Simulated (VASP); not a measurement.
# AlCu3 (P6_3/mmc) in VASP: single point with LDA

Aim: the single point of AlCu3 with LDA.

All numbers are computed with VASP 6.6.1; they aren't measurements. Logs are shortened: lines on timing, memory, paths and dates and some standing lists are left out, and cuts for length are marked.

## 1. The cell of the first run

Symmetry: P6_3/mmc, No. 194, hexagonal system. Conventional cell: a = 5.138 Å, b = 5.138 Å, c = 4.206 Å, α = 90.00°, β = 90.00°, γ = 120.00°. Al (site symmetry -6m2) has 12 Cu at 2.57 to 2.58 Å within 3.4 Å. Within 3.4 Å of Cu (site symmetry mm2) lie 8 Cu at 2.55 to 2.59 Å and 4 Al at 2.57 to 2.58 Å.

## 2. Single point, LDA

Input file INCAR:

```
SYSTEM = AlCu3
  PREC = Accurate
  ENCUT = 520
  EDIFF = 1E-6
  ISMEAR = -1
  SIGMA = 0.05
  LREAL = .FALSE.
  LASPH = .TRUE.
  NELM = 100
  ALGO = Normal
  ISIF = 2
  LWAVE = .FALSE.
  LCHARG = .TRUE.
  GGA = CA
  LELF = .TRUE.
  LVHAR = .TRUE.
  NBANDS = 46
```

Input file KPOINTS:

```
Automatic mesh
0
G
  5 5 5
  0 0 0
```

Input file POSCAR:

```
AlCu3
1.0
    5.1379170000      0.0000000000      0.0000000000
   -2.5689590000      4.4495670000      0.0000000000
    0.0000000000      0.0000000000      4.2061400000
Al Cu
2 6
Direct
    0.6666670000      0.3333330000      0.2500000000
    0.3333330000      0.6666670000      0.7500000000
    0.3310650000      0.1655320000      0.7500000000
    0.8344680000      0.1655320000      0.7500000000
    0.8344680000      0.6689350000      0.7500000000
    0.6689350000      0.8344680000      0.2500000000
    0.1655320000      0.8344680000      0.2500000000
    0.1655320000      0.3310650000      0.2500000000
```

Potentials or basis: VASP PAW LDA potentials, release 64 (Al, Cu).

Command:

```bash
$ cat potpaw_LDA.64/Al/POTCAR potpaw_LDA.64/Cu/POTCAR > POTCAR
$ mpirun -np 1 vasp_std > vasp.out
```

OUTCAR:

```text
SYSTEM = AlCu3
   PREC = Accurate
   ENCUT = 520
   EDIFF = 1E-6
   ISMEAR = -1
   LREAL = .FALSE.
   LASPH = .TRUE.
   NELM = 100
   ISIF = 2
   GGA = CA

 ion  position               nearest neighbor table
   1  0.667  0.333  0.250-   8 2.57   6 2.57   7 2.57   7 2.57   8 2.57   6 2.57   3 2.58   3 2.58
                             4 2.58   4 2.58   5 2.58   5 2.58
   2  0.333  0.667  0.750-   5 2.57   3 2.57   4 2.57   4 2.57   5 2.57   3 2.57   6 2.58   6 2.58
                             7 2.58   7 2.58   8 2.58   8 2.58
   3  0.331  0.166  0.750-   4 2.55   5 2.55   7 2.57   7 2.57   8 2.57   8 2.57   2 2.57   2 2.57
                             1 2.58   1 2.58   4 2.59   5 2.59
   4  0.834  0.166  0.750-   3 2.55   5 2.55   8 2.57   8 2.57   6 2.57   6 2.57   2 2.57   2 2.57
                             1 2.58   1 2.58   3 2.59   5 2.59
   5  0.834  0.669  0.750-   3 2.55   4 2.55   7 2.57   7 2.57   6 2.57   6 2.57   2 2.57   2 2.57
                             1 2.58   1 2.58   3 2.59   4 2.59
   6  0.669  0.834  0.250-   7 2.55   8 2.55   4 2.57   4 2.57   5 2.57   5 2.57   1 2.57   1 2.57
                             2 2.58   2 2.58   7 2.59   8 2.59
   7  0.166  0.834  0.250-   6 2.55   8 2.55   5 2.57   5 2.57   3 2.57   3 2.57   1 2.57   1 2.57
                             2 2.58   2 2.58   6 2.59   8 2.59
   8  0.166  0.331  0.250-   6 2.55   7 2.55   4 2.57   4 2.57   3 2.57   3 2.57   1 2.57   1 2.57
                             2 2.58   2 2.58   6 2.59   7 2.59

  LATTYP: Found a hexagonal cell.
 ALAT       =     5.1379170000
 C/A-ratio  =     0.8186469342

  Lattice vectors:

 A1 = (   5.1379170000,   0.0000000000,   0.0000000000)
 A2 = (  -2.5689590000,   4.4495670000,   0.0000000000)
 A3 = (   0.0000000000,   0.0000000000,   4.2061400000)

Analysis of symmetry for initial positions (statically):
=====================================================================
 Subroutine PRICEL returns:
 Original cell was already a primitive cell.

 Routine SETGRP: Setting up the symmetry group for a
 hexagonal supercell.

 Subroutine GETGRP returns: Found 24 space group operations
 (whereof 12 operations were pure point group operations)
 out of a pool of 24 trial point group operations.

The static configuration has the point symmetry D_3d.
 The point group associated with its full space group is D_6h.

Analysis of symmetry for dynamics (positions and initial velocities):
=====================================================================
 Subroutine PRICEL returns:
 Original cell was already a primitive cell.

 Routine SETGRP: Setting up the symmetry group for a
 hexagonal supercell.

 Subroutine GETGRP returns: Found 24 space group operations
 (whereof 12 operations were pure point group operations)
 out of a pool of 24 trial point group operations.

The dynamic configuration has the point symmetry D_3d.
 The point group associated with its full space group is D_6h.

 Subroutine INISYM returns: Found 24 space group operations
 (whereof 12 operations are pure point group operations),
 and found     1 'primitive' translations

----------------------------------------------------------------------------------------

                                     Primitive cell

  volume of cell :      96.1587

  direct lattice vectors                    reciprocal lattice vectors
     5.137917000  0.000000000  0.000000000     0.194631404  0.112370506  0.000000000
    -2.568959000  4.449567000  0.000000000     0.000000000  0.224740969  0.000000000
     0.000000000  0.000000000  4.206140000     0.000000000  0.000000000  0.237747674

  length of vectors
     5.137917000  5.137917558  4.206140000     0.224740994  0.224740969  0.237747674

  position of ions in fractional coordinates (direct lattice)
     0.666667000  0.333333000  0.250000000
     0.333333000  0.666667000  0.750000000
     0.331065000  0.165532000  0.750000000
     0.834468000  0.165532000  0.750000000
     0.834468000  0.668935000  0.750000000
     0.668935000  0.834468000  0.250000000
     0.165532000  0.834468000  0.250000000
     0.165532000  0.331065000  0.250000000

  ion indices of the primitive-cell ions
   primitive index   ion index
                 1           1
                 2           2
                 3           3
                 4           4
                 5           5
                 6           6
                 7           7
                 8           8

----------------------------------------------------------------------------------------

 KPOINTS: Automatic mesh

Automatic generation of k-mesh.
 Grid dimensions read from file:
 generate k-points for:    5    5    5

 Generating k-lattice:

  Cartesian coordinates                     Fractional coordinates (reciprocal lattice)
     0.038926281  0.022474101  0.000000000     0.200000000  0.000000000  0.000000000
     0.000000000  0.044948194  0.000000000     0.000000000  0.200000000  0.000000000
     0.000000000  0.000000000  0.047549535     0.000000000  0.000000000  0.200000000

  Length of vectors
     0.044948199  0.044948194  0.047549535

  Shift w.r.t. Gamma in fractional coordinates (k-lattice)
     0.000000000  0.000000000  0.000000000

 Subroutine IBZKPT returns following result:
 ===========================================

 Found     15 irreducible k-points:

 Following reciprocal coordinates:
            Coordinates               Weight
  0.000000  0.000000  0.000000      1.000000
  0.200000  0.000000  0.000000      6.000000
  0.400000  0.000000  0.000000      6.000000
  0.200000  0.200000  0.000000      6.000000
  0.400000  0.200000  0.000000      6.000000
  0.000000  0.000000  0.200000      2.000000
  0.200000  0.000000  0.200000     12.000000
  0.400000  0.000000  0.200000     12.000000
  0.200000  0.200000  0.200000     12.000000
  0.400000  0.200000  0.200000     12.000000
  0.000000  0.000000  0.400000      2.000000
  0.200000  0.000000  0.400000     12.000000
  0.400000  0.000000  0.400000     12.000000
  0.200000  0.200000  0.400000     12.000000
  0.400000  0.200000  0.400000     12.000000
   k-points           NKPTS =     15   k-points in BZ     NKDIM =     15   number of bands    NBANDS=     46
   number of dos      NEDOS =    301   number of ions     NIONS =      8
   total plane-waves  NPLWV =  51200
   dimension x,y,z NGX =    40 NGY =   40 NGZ =   32
   dimension x,y,z NGXF=    80 NGYF=   80 NGZF=   64
   ions per type =               2   6
   NGX,Y,Z   is equivalent  to a cutoff of  12.94, 12.94, 12.65 a.u.
   NGXF,Y,Z  is equivalent  to a cutoff of  25.89, 25.89, 25.30 a.u.
 SYSTEM =  AlCu3
   PREC   = accura    normal or accurate (medium, high low for compatibility)
   ISTART =      0    job   : 0-new  1-cont  2-samecut
   ICHARG =      2    charge: 1-file 2-atom 10-const
   ISPIN  =      1    spin polarized calculation?
   LNONCOLLINEAR =      F non collinear calculations
   LSORBIT =      F    spin-orbit coupling
   LASPH  =      T    aspherical Exc in radial PAW
   ENCUT  =  520.0 eV  38.22 Ry    6.18 a.u.   9.55  9.55  7.82*2*pi/ulx,y,z
   NELM   =    100;   NELMIN=  2; NELMDL= -5     # of ELM steps
   EDIFF  = 0.1E-05   stopping-criterion for ELM
   LREAL  =      F    real-space projection
   EDIFFG = 0.1E-04   stopping-criterion for IOM
   NSW    =      0    number of steps for IOM
   IBRION =     -1    ionic relax: 0-MD 1-quasi-New 2-CG
   NFREE  =      0    steps in history (QN), initial steepest desc. (CG)
   ISIF   =      2    stress and relaxation
   ISYM   =      2    0-nonsym 1-usesym 2-fastsym
   POTIM  = 0.5000    time-step for ionic-motion
   TEBEG  =    0.0;   TEEND  =   0.0 temperature during run
   PSTRESS=    0.0 pullay stress
   NELECT =      72.0000    total number of electrons
   NUPDOWN=      -1.0000    fix difference up-down
   EMIN   =  10.00;   EMAX   =-10.00  energy-range for DOS
   EFERMI =   0.00;   METHOD = LEGACY
   ISMEAR =    -1;   SIGMA  =   0.05  broadening in eV -4-tet -1-fermi 0-gaus
   EFERMI_NEDOS =   21; number of points for ismear=-14 and -15
   IALGO  =     38    algorithm
   IMIX   =      4    mixing-type and parameters
     AMIX     =   0.40;   BMIX     =  1.00
     AMIX_MAG =   1.60;   BMIX_MAG =  1.00
  volume/ion in A,a.u.               =      12.02        81.11
  Fermi-wavevector in a.u.,A,eV,Ry     =   1.486584  2.809237 30.067953  2.209932
  Thomas-Fermi vector in A             =   2.599852
   LORBIT       =      0    0 simple, 1 ext, 2 COOP (PROOUT), +10 PAW based schemes
   GGA     = CA    functional components
   LHFCALC =     F    Hartree Fock is set to
   AEXX    =    0.0000 exact exchange contribution
   IVDW    =     0    specifies the selected vdW correction
   LEPSILON=     F    determine dielectric tensor
   LRPA    =     F    only Hartree local field effects (RPA)
 non-spin polarized calculation
  energy-cutoff  :      520.00
  volume of cell :       96.16
 maximum number of plane-waves:      2655
 NGX is ok and might be reduce to    40
   NGX = 19   NGY = 19   NGZ = 15

 number of electron      72.0000040 magnetization

 Free energy of the ion-electron system (eV)
  ---------------------------------------------------
  ext. energy  EPLUGINS =         0.00000000
  ---------------------------------------------------
  free energy    TOTEN  =       -38.17173976 eV

  energy without entropy =      -38.15942667  energy(sigma->0) =      -38.16558321

 E-fermi :   8.5282     XC(G=0): -12.6475

 val. band max:        8.4624902800   @ k =   0.4000   0.2000   0.2000
 cond. band min:       8.7286312190   @ k =   0.2000   0.2000   0.4000
 fundamental gap:      0.2661409389
 Fermi energy:         8.5282460178

 k-point     1 :       0.0000    0.0000    0.0000
  band No.  band energies     occupation
      1      -2.1510      2.00000
      2       2.1846      2.00000
      3       3.3383      2.00000
      4       3.3383      2.00000
      5       3.3850      2.00000
      6       3.4759      2.00000
[... 38 lines left out ...]
     45      15.2760      0.00000
     46      15.7091      0.00000
[... 645 lines left out ...]
      6       3.3860      2.00000
[... 38 lines left out ...]
     45      16.8076      0.00000
     46      16.9550      0.00000

------------------------ aborting loop because EDIFF is reached ----------------------------------------

  FORCE on cell =-STRESS in cart. coord.  units (eV):
  Direction    XX          YY          ZZ          XY          YZ          ZX
  --------------------------------------------------------------------------------------
  -------------------------------------------------------------------------------------
  Total       -3.1010771     -3.1010776     -4.3350112      0.0000003      0.0000000      0.0000000
  in kB      -51.6695385    -51.6695467    -72.2291075      0.0000058      0.0000000      0.0000000
  external PRESSURE =     -58.5227309 kB  Pullay stress =       0.0000000 kB

 VOLUME and BASIS-vectors are now :
 -----------------------------------------------------------------------------
  energy-cutoff  :      520.00
  volume of cell :       96.16
      direct lattice vectors                 reciprocal lattice vectors
     5.137917000  0.000000000  0.000000000     0.194631404  0.112370506  0.000000000
    -2.568959000  4.449567000  0.000000000     0.000000000  0.224740969  0.000000000
     0.000000000  0.000000000  4.206140000     0.000000000  0.000000000  0.237747674

 POSITION                                       TOTAL-FORCE (eV/Angst)
 -----------------------------------------------------------------------------------
      2.56896      1.48319      1.05154        -0.000000      0.000000      0.000000
     -0.00000      2.96638      3.15461        -0.000000     -0.000000      0.000000
      1.27574      0.73655      3.15461        -0.040898     -0.023613      0.000000
      3.86218      0.73655      3.15461         0.040898     -0.023613      0.000000
      2.56896      2.97647      3.15461        -0.000000      0.047225      0.000000
      1.29322      3.71302      1.05154         0.040898      0.023613      0.000000
     -1.29322      3.71302      1.05154        -0.040898      0.023613      0.000000
     -0.00000      1.47310      1.05154         0.000000     -0.047225      0.000000
 -----------------------------------------------------------------------------------
    total drift:                                0.000148     -0.000085      0.000231

  FREE ENERGIE OF THE ION-ELECTRON SYSTEM (eV)
  ---------------------------------------------------
  free  energy   TOTEN  =       -38.1717397569 eV

  energy  without entropy=      -38.1594266686  energy(sigma->0) =      -38.16558321
```

Run time: 28 s. Hardware: 1 thread of Intel Xeon 6975P-C (Granite Rapids), shared host; peak memory 0.2 GiB.

What came out:

- Free energy: -38.1717 eV
- Pressure: -5.9 GPa
- Largest force: 0.047 eV/Å
- Band gap on the k mesh: zero (band 36 reaches 10.16 eV, above the bottom of band 37 at 7.72 eV)

Forces in eV/Å, atoms in the order of the input:
```
Al   0.000  0.000  0.000
Al   0.000  0.000  0.000
Cu  -0.041 -0.024  0.000
Cu   0.041 -0.024  0.000
Cu   0.000  0.047  0.000
Cu   0.041  0.024  0.000
Cu  -0.041  0.024  0.000
Cu   0.000 -0.047  0.000
```

Stress tensor (GPa, compression positive):
```
-5.17  0.00  0.00
 0.00 -5.17  0.00
 0.00  0.00 -7.22
```
